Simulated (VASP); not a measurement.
# PtS2 (P-3m1) in VASP: notebook

Runs on PtS2. Level: PBE. Tasks: single point.

Everything below comes from runs of VASP 6.6.1. Logs are shortened: lines on timing, memory, paths and dates and some standing lists are left out, and cuts for length are marked.

## (1) The cell of the first run

The structure is trigonal, space group P-3m1 (No. 164). Conventional cell: a = 3.543 Å, b = 3.543 Å, c = 5.039 Å, α = 90.00°, β = 90.00°, γ = 120.00°. Pt (site symmetry -3m) has 6 S at 2.40 Å within 3.2 Å. Within 3.3 Å of S (site symmetry 3m) lie 3 Pt at 2.40 Å and 6 S at 3.25 Å.

## (2) Single point, PBE

INCAR

```
PREC     = Accurate       # precision mode
ENCUT    = 520            # plane-wave cutoff, eV
EDIFF    = 1E-6           # SCF threshold, eV
ISMEAR   = 0              # smearing method
SIGMA    = 0.1            # smearing width, eV
LREAL    = False          # projectors in reciprocal space
LASPH    = True           # aspherical terms in the spheres
NELM     = 80             # most SCF steps
ALGO     = Normal         # electronic algorithm
ISIF     = 2              # what is computed and relaxed
LWAVE    = False          # write WAVECAR
LCHARG   = False          # write CHGCAR
GGA      = PE             # functional
NBANDS   = 18             # bands
```

KPOINTS

```
regular mesh
0
Gamma
  6 6 4
```

POSCAR

```
PtS2
1.0
    3.5431995200      0.0000000000      0.0000000000
   -1.7715997600      3.0685007900      0.0000000000
    0.0000000000      0.0000000000      5.0387997600
Pt S
1 2
Direct
    0.0000000000      0.0000000000      0.0000000000
    0.3333333300      0.6666666700      0.2500000000
    0.6666666700      0.3333333300      0.7500000000
```

Potentials or basis: VASP PAW PBE potentials, release 64 (Pt, S).

Started as:

```
$ cat potpaw_PBE.64/Pt/POTCAR potpaw_PBE.64/S/POTCAR > POTCAR
$ mpirun -np 1 vasp_std > vasp.out
```

OUTCAR:

```text
PREC = Accurate
   ENCUT = 520
   EDIFF = 1E-6
   ISMEAR = 0
   LREAL = False
   LASPH = True
   NELM = 80
   ISIF = 2
   GGA = PE

 ion  position               nearest neighbor table
   1  0.000  0.000  0.000-   2 2.40   3 2.40   2 2.40   3 2.40   3 2.40   2 2.40
   2  0.333  0.667  0.250-   1 2.40   1 2.40   1 2.40
   3  0.667  0.333  0.750-   1 2.40   1 2.40   1 2.40

  LATTYP: Found a hexagonal cell.
 ALAT       =     3.5431995200
 C/A-ratio  =     1.4221044374

  Lattice vectors:

 A1 = (   3.5431995200,   0.0000000000,   0.0000000000)
 A2 = (  -1.7715997600,   3.0685007900,   0.0000000000)
 A3 = (   0.0000000000,   0.0000000000,   5.0387997600)

Analysis of symmetry for initial positions (statically):
=====================================================================
 Subroutine PRICEL returns:
 Original cell was already a primitive cell.

 Routine SETGRP: Setting up the symmetry group for a
 hexagonal supercell.

 Subroutine GETGRP returns: Found 12 space group operations
 (whereof 12 operations were pure point group operations)
 out of a pool of 24 trial point group operations.

The static configuration has the point symmetry D_3d.

Analysis of symmetry for dynamics (positions and initial velocities):
=====================================================================
 Subroutine PRICEL returns:
 Original cell was already a primitive cell.

 Routine SETGRP: Setting up the symmetry group for a
 hexagonal supercell.

 Subroutine GETGRP returns: Found 12 space group operations
 (whereof 12 operations were pure point group operations)
 out of a pool of 24 trial point group operations.

The dynamic configuration has the point symmetry D_3d.

 Subroutine INISYM returns: Found 12 space group operations
 (whereof 12 operations are pure point group operations),
 and found     1 'primitive' translations

----------------------------------------------------------------------------------------

                                     Primitive cell

  volume of cell :      54.7834

  direct lattice vectors                    reciprocal lattice vectors
     3.543199520  0.000000000  0.000000000     0.282230790  0.162946023  0.000000000
    -1.771599760  3.068500790  0.000000000     0.000000000  0.325892046  0.000000000
     0.000000000  0.000000000  5.038799760     0.000000000  0.000000000  0.198459960

  length of vectors
     3.543199520  3.543199516  5.038799760     0.325892045  0.325892046  0.198459960

  position of ions in fractional coordinates (direct lattice)
     0.000000000  0.000000000  0.000000000
     0.333333330  0.666666670  0.250000000
     0.666666670  0.333333330  0.750000000

  ion indices of the primitive-cell ions
   primitive index   ion index
                 1           1
                 2           2
                 3           3

----------------------------------------------------------------------------------------

 KPOINTS: regular mesh

Automatic generation of k-mesh.
 Grid dimensions read from file:
 generate k-points for:    6    6    4

 Generating k-lattice:

  Cartesian coordinates                     Fractional coordinates (reciprocal lattice)
     0.047038465  0.027157670  0.000000000     0.166666667  0.000000000  0.000000000
     0.000000000  0.054315341  0.000000000     0.000000000  0.166666667  0.000000000
     0.000000000  0.000000000  0.049614990     0.000000000  0.000000000  0.250000000

  Length of vectors
     0.054315341  0.054315341  0.049614990

  Shift w.r.t. Gamma in fractional coordinates (k-lattice)
     0.000000000  0.000000000  0.000000000

 Subroutine IBZKPT returns following result:
 ===========================================

 Found     24 irreducible k-points:

 Following reciprocal coordinates:
            Coordinates               Weight
  0.000000  0.000000  0.000000      1.000000
  0.166667  0.000000  0.000000      6.000000
  0.333333 -0.000000  0.000000      6.000000
  0.500000  0.000000  0.000000      3.000000
  0.166667  0.166667  0.000000      6.000000
  0.333333  0.166667  0.000000     12.000000
[... 16 lines left out ...]
  0.333333  0.166667  0.500000     12.000000
  0.333333  0.333333  0.500000      2.000000
   k-points           NKPTS =     24   k-points in BZ     NKDIM =     24   number of bands    NBANDS=     18
   number of dos      NEDOS =    301   number of ions     NIONS =      3
   total plane-waves  NPLWV =  31360
   dimension x,y,z NGX =    28 NGY =   28 NGZ =   40
   dimension x,y,z NGXF=    56 NGYF=   56 NGZF=   80
   ions per type =               1   2
   NGX,Y,Z   is equivalent  to a cutoff of  13.14, 13.14, 13.20 a.u.
   NGXF,Y,Z  is equivalent  to a cutoff of  26.28, 26.28, 26.39 a.u.
 SYSTEM =  unknown system
   PREC   = accura    normal or accurate (medium, high low for compatibility)
   ISTART =      0    job   : 0-new  1-cont  2-samecut
   ICHARG =      2    charge: 1-file 2-atom 10-const
   ISPIN  =      1    spin polarized calculation?
   LNONCOLLINEAR =      F non collinear calculations
   LSORBIT =      F    spin-orbit coupling
   LASPH  =      T    aspherical Exc in radial PAW
   ENCUT  =  520.0 eV  38.22 Ry    6.18 a.u.   6.59  6.59  9.37*2*pi/ulx,y,z
   NELM   =     80;   NELMIN=  2; NELMDL= -5     # of ELM steps
   EDIFF  = 0.1E-05   stopping-criterion for ELM
   LREAL  =      F    real-space projection
[... 7 lines left out ...]
   TEBEG  =    0.0;   TEEND  =   0.0 temperature during run
   PSTRESS=    0.0 pullay stress
   NELECT =      22.0000    total number of electrons
   NUPDOWN=      -1.0000    fix difference up-down
   EMIN   =  10.00;   EMAX   =-10.00  energy-range for DOS
   EFERMI =   0.00;   METHOD = LEGACY
   ISMEAR =     0;   SIGMA  =   0.10  broadening in eV -4-tet -1-fermi 0-gaus
   EFERMI_NEDOS =   21; number of points for ismear=-14 and -15
   IALGO  =     38    algorithm
   IMIX   =      4    mixing-type and parameters
     AMIX     =   0.40;   BMIX     =  1.00
     AMIX_MAG =   1.60;   BMIX_MAG =  1.00
  volume/ion in A,a.u.               =      18.26       123.23
  Fermi-wavevector in a.u.,A,eV,Ry     =   1.207812  2.282434 19.848319  1.458810
  Thomas-Fermi vector in A             =   2.343439
   LORBIT       =      0    0 simple, 1 ext, 2 COOP (PROOUT), +10 PAW based schemes
   GGA     = PE    functional components
   LHFCALC =     F    Hartree Fock is set to
   AEXX    =    0.0000 exact exchange contribution
   IVDW    =     0    specifies the selected vdW correction
   LEPSILON=     F    determine dielectric tensor
   LRPA    =     F    only Hartree local field effects (RPA)
 non-spin polarized calculation
 Gauss-broadening in eV      SIGMA  =   0.10
  energy-cutoff  :      520.00
  volume of cell :       54.78
 maximum number of plane-waves:      1507
 NGX is ok and might be reduce to    28
   NGX = 13   NGY = 13   NGZ = 19

 number of electron      22.0000000 magnetization

 Free energy of the ion-electron system (eV)
  ---------------------------------------------------
  ext. energy  EPLUGINS =         0.00000000
  ---------------------------------------------------
  free energy    TOTEN  =       -15.36148370 eV

  energy without entropy =      -15.36148301  energy(sigma->0) =      -15.36148336

 E-fermi :   7.1288     XC(G=0): -10.6934

 val. band max:        6.8623189564   @ k =   0.0000   0.0000   0.0000
 cond. band min:       7.4204476874   @ k =   0.3333   0.3333   0.0000
 fundamental gap:      0.5581287310
 Fermi energy:         7.1287600627

 k-point     1 :       0.0000    0.0000    0.0000
  band No.  band energies     occupation
      1      -8.3954      2.00000
      2      -5.5744      2.00000
      3      -0.2051      2.00000
      4       0.4187      2.00000
      5       0.4187      2.00000
      6       3.0597      2.00000
[... 10 lines left out ...]
     17      14.8513      0.00000
     18      19.7411      0.00000

 k-point     2 :       0.1667    0.0000    0.0000
  band No.  band energies     occupation
      1      -8.0563      2.00000
      2      -5.7151      2.00000
      3       0.1655      2.00000
      4       0.6191      2.00000
      5       0.6450      2.00000
      6       2.4822      2.00000
[... 10 lines left out ...]
     17      15.7719      0.00000
     18      16.6844      0.00000

 k-point     3 :       0.3333   -0.0000    0.0000
  band No.  band energies     occupation
      1      -7.2076      2.00000
      2      -6.0132      2.00000
      3       0.4161      2.00000
      4       0.9456      2.00000
      5       1.2214      2.00000
      6       1.6297      2.00000
[... 10 lines left out ...]
     17      15.4053      0.00000
     18      16.2929      0.00000

 k-point     4 :       0.5000    0.0000    0.0000
  band No.  band energies     occupation
      1      -6.4837      2.00000
      2      -6.3384      2.00000
      3      -0.4009      2.00000
      4       1.0186      2.00000
      5       1.6045      2.00000
      6       2.6673      2.00000
[... 10 lines left out ...]
     17      14.7825      0.00000
     18      18.0915      0.00000

 k-point     5 :       0.1667    0.1667    0.0000
  band No.  band energies     occupation
      1      -7.4569      2.00000
      2      -5.9233      2.00000
      3       0.6907      2.00000
      4       0.9425      2.00000
      5       0.9515      2.00000
      6       1.8032      2.00000
[... 10 lines left out ...]
     17      15.3839      0.00000
     18      16.1311      0.00000

 k-point     6 :       0.3333    0.1667    0.0000
  band No.  band energies     occupation
      1      -6.6333      2.00000
      2      -6.1799      2.00000
      3       0.0608      2.00000
      4       0.8362      2.00000
      5       1.5879      2.00000
      6       1.9579      2.00000
[... 10 lines left out ...]
     17      16.2928      0.00000
     18      16.4842      0.00000

 k-point     7 :       0.3333    0.3333    0.0000
  band No.  band energies     occupation
      1      -6.2756      2.00000
      2      -6.2756      2.00000
      3       0.2565      2.00000
      4       0.7564      2.00000
      5       0.7564      2.00000
      6       2.2886      2.00000
[... 10 lines left out ...]
     17      15.9526      0.00000
     18      17.5233      0.00000

 k-point     8 :       0.0000    0.0000    0.2500
  band No.  band energies     occupation
      1      -8.1953      2.00000
      2      -6.0403      2.00000
      3       0.4355      2.00000
      4       0.4355      2.00000
      5       0.4900      2.00000
      6       3.0460      2.00000
[... 10 lines left out ...]
     17      14.7232      0.00000
     18      18.2241      0.00000
[... 229 lines left out ...]
     17      15.6403      0.00000
     18      15.7910      0.00000

 k-point    20 :       0.3333   -0.0000    0.5000
  band No.  band energies     occupation
      1      -6.8581      2.00000
      2      -6.3964      2.00000
      3       0.0276      2.00000
      4       0.7872      2.00000
      5       0.8560      2.00000
      6       2.3318      2.00000
[... 10 lines left out ...]
     17      16.9707      0.00000
     18      17.1606      0.00000

 k-point    21 :       0.5000    0.0000    0.5000
  band No.  band energies     occupation
      1      -6.6542      2.00000
      2      -6.0571      2.00000
      3      -0.6577      2.00000
      4       0.8628      2.00000
      5       1.3263      2.00000
      6       1.9644      2.00000
[... 10 lines left out ...]
     17      17.1924      0.00000
     18      17.2101      0.00000

 k-point    22 :       0.1667    0.1667    0.5000
  band No.  band energies     occupation
      1      -7.0160      2.00000
      2      -6.4802      2.00000
      3       0.2058      2.00000
      4       0.6126      2.00000
      5       1.5101      2.00000
      6       2.1052      2.00000
[... 10 lines left out ...]
     17      15.5565      0.00000
     18      16.1654      0.00000

 k-point    23 :       0.3333    0.1667    0.5000
  band No.  band energies     occupation
      1      -6.5281      2.00000
      2      -6.2339      2.00000
      3      -0.1443      2.00000
      4       0.5958      2.00000
      5       1.4242      2.00000
      6       2.2561      2.00000
[... 10 lines left out ...]
     17      15.6727      0.00000
     18      17.1101      0.00000

 k-point    24 :       0.3333    0.3333    0.5000
  band No.  band energies     occupation
      1      -6.2603      2.00000
      2      -6.2603      2.00000
      3       0.5541      2.00000
      4       0.5541      2.00000
      5       0.7891      2.00000
      6       2.4896      2.00000
[... 10 lines left out ...]
     17      14.8177      0.00000
     18      17.4219      0.00000

------------------------ aborting loop because EDIFF is reached ----------------------------------------

  FORCE on cell =-STRESS in cart. coord.  units (eV):
  Direction    XX          YY          ZZ          XY          YZ          ZX
  --------------------------------------------------------------------------------------
  -------------------------------------------------------------------------------------
  Total        0.9607443      0.9607443      0.0872601      0.0000000      0.0000000     -0.0000000
  in kB       28.0976152     28.0976151      2.5519801      0.0000000      0.0000000     -0.0000000
  external PRESSURE =      19.5824034 kB  Pullay stress =       0.0000000 kB

 VOLUME and BASIS-vectors are now :
 -----------------------------------------------------------------------------
  energy-cutoff  :      520.00
  volume of cell :       54.78
      direct lattice vectors                 reciprocal lattice vectors
     3.543199520  0.000000000  0.000000000     0.282230790  0.162946023  0.000000000
    -1.771599760  3.068500790  0.000000000     0.000000000  0.325892046  0.000000000
     0.000000000  0.000000000  5.038799760     0.000000000  0.000000000  0.198459960

 POSITION                                       TOTAL-FORCE (eV/Angst)
 -----------------------------------------------------------------------------------
      0.00000      0.00000      0.00000         0.000000      0.000000      0.000000
     -0.00000      2.04567      1.25970         0.000000      0.000000     -0.373388
      1.77160      1.02283      3.77910        -0.000000      0.000000      0.373388
 -----------------------------------------------------------------------------------
    total drift:                               -0.000000      0.000000      0.000000

  FREE ENERGIE OF THE ION-ELECTRON SYSTEM (eV)
  ---------------------------------------------------
  free  energy   TOTEN  =       -15.3614837026 eV

  energy  without entropy=      -15.3614830080  energy(sigma->0) =      -15.36148336
```

Wall time 13 s (1 thread of AMD EPYC 9R45 (Zen 5), shared host); peak memory 0.16 GiB.

Results:

* Free energy: -15.3615 eV
* Pressure: 2.0 GPa
* Largest force: 0.373 eV/Å
* Band gap on the k mesh: 0.56 eV (least direct gap 1.31 eV)

Forces on the atoms (eV/Å):
```
Pt   0.000  0.000  0.000
S    0.000  0.000 -0.373
S    0.000  0.000  0.373
```

Caveat: spin-orbit coupling is left out, which moves the levels of the heavy elements. As with any semilocal functional, this PBE gap is likely too small.

## (3) Single point, PBE

This run uses another cell than the first one, of 23.99 Å³/atom.

INCAR

```
SYSTEM = PtS2
ALGO = Normal ; EDIFF = 1E-7
ENCUT = 520 ; GGA = PE
ISIF = 2 ; ISMEAR = 0
LASPH = .True. ; LCHARG = .False.
LREAL = .False. ; LWAVE = .False.
NBANDS = 18 ; NELM = 100
PREC = Accurate ; SIGMA = 0.02
```

KPOINTS

```
k-points
0
Gamma
  12 12 4
  0 0 0
```

POSCAR

```
PtS2
1.0
    3.5765169778      0.0000000000      0.0000000000
   -1.7882584889      3.0973545598      0.0000000000
    0.0000000000      0.0000000000      6.4970108268
Pt S
1 2
Direct
    0.0000000000      0.0000000000      0.0000000000
    0.3333333333      0.6666666667      0.1889487783
    0.6666666667      0.3333333333      0.8110512217
```

Potentials or basis: VASP PAW PBE potentials, release 64 (Pt, S).

Started as:

```
$ cat potpaw_PBE.64/Pt/POTCAR potpaw_PBE.64/S/POTCAR > POTCAR
$ mpirun -np 1 vasp_std > vasp.out
```

Wall time 44 s (1 thread of AMD EPYC 9R45 (Zen 5), shared host); peak memory 0.2 GiB.

It converged, with:

```
Free energy            : -15.4656 eV
Pressure               : -0.3 GPa
Largest force          : 0.036 eV/Å
Band gap on the k mesh : 1.50 eV (least direct gap 1.57 eV)
```

Forces on the atoms (eV/Å):
```
Pt   0.000  0.000  0.000
S    0.000  0.000 -0.036
S    0.000  0.000  0.036
```

Stress tensor (GPa, compression positive):
```
-0.39  0.00  0.00
 0.00 -0.39  0.00
 0.00  0.00 -0.26
```

Levels at points of the mesh, in eV from the valence-band top:
| k point | band 8 | band 9 | band 10 | band 11 | band 12 | band 13 | band 14 | band 15 |
| --- | --- | --- | --- | --- | --- | --- | --- | --- |
| (0.00, 0.00, 0.00) | -1.03 | -0.41 | -0.40 | -0.40 | 3.05 | 3.05 | 5.30 | 5.95 |
| (0.50, 0.00, 0.00) | -2.22 | -2.14 | -1.77 | -1.63 | 2.59 | 2.89 | 5.53 | 6.78 |
| (0.00, 0.00, 0.50) | -1.11 | -0.78 | -0.41 | -0.41 | 3.08 | 3.08 | 5.89 | 6.87 |
| (0.50, 0.00, 0.50) | -2.24 | -2.12 | -1.83 | -1.36 | 2.71 | 2.81 | 5.34 | 6.47 |

Caveat: spin-orbit coupling is left out, which moves the levels of the heavy elements; this functional lacks dispersion, which binds layers or chains, so the pressure and a relaxed spacing across them are unreliable.

(Continued in part 2 of 2.)
